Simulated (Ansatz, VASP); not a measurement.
## One calculation of MgS, two programs

```
CELL_PARAMETERS angstrom
0.00000 2.83088 2.83088
2.83088 0.00000 2.83088
2.83088 2.83088 0.00000
ATOMIC_POSITIONS crystal
Mg 0.00000 0.00000 0.00000
S 0.25000 0.25000 0.25000
```

Alike in both runs: task single point; functional r2SCAN; k mesh 8 × 8 × 8; no spin polarisation.

```csv
,VASP,Ansatz
version,VASP 6.6.1,Ansatz 0.2.0
potentials or method,"VASP PAW PBE potentials, release 64 (Mg, S)","plane waves, PAW"
plane-wave cutoff (eV),520,500
occupations,"gaussian, width 0.01 eV",fixed
valence electrons in the cell,8,16
```

|  | VASP | Ansatz | Ansatz less VASP |
| --- | --- | --- | --- |
| gap on the k mesh at the Fermi level (eV) | 4.13 | 4.14 | +0.013 |
| pressure (GPa) | -0.3 | 0.0 | +0.29 |

VASP's potentials were made for PBE, not for r2SCAN. VASP's potentials hold 8 valence electrons a cell and Ansatz's 16, so a difference there can come from the potentials and not from the codes.
